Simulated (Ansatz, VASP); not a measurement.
Au: VASP beside Ansatz

```
Au
1.0
     0.00000    2.11139    2.11139
     2.11139    0.00000    2.11139
     2.11139    2.11139    0.00000
Au
1
Direct
  0.00000 0.00000 0.00000
```

Alike in both runs: task single point; functional PBE; dispersion D3(BJ); k mesh 18 × 18 × 18; occupations gaussian, width 0.1 eV; no spin polarisation.

|  | VASP | Ansatz |
| --- | --- | --- |
| version | VASP 6.6.1 | Ansatz 0.2.0 |
| potentials or method | VASP PAW PBE potentials, release 64 (Au), cutoff 520 eV | scalar-relativistic, plane waves, PAW |
| valence electrons in the cell | 11 | 19 |

Ansatz gave:

- gap on the k mesh at the Fermi level (eV): none
- pressure (GPa): -11.0

Task: What did VASP give for the same quantities?

Result: gap on the k mesh at the Fermi level (eV): none; pressure (GPa): -11.2.

A gap of «none» marks a metal or a gap that the smearing closes. VASP's potentials hold 11 valence electrons a cell and Ansatz's 19, so a difference there can come from the potentials and not from the codes.

Spin-orbit coupling is off throughout.
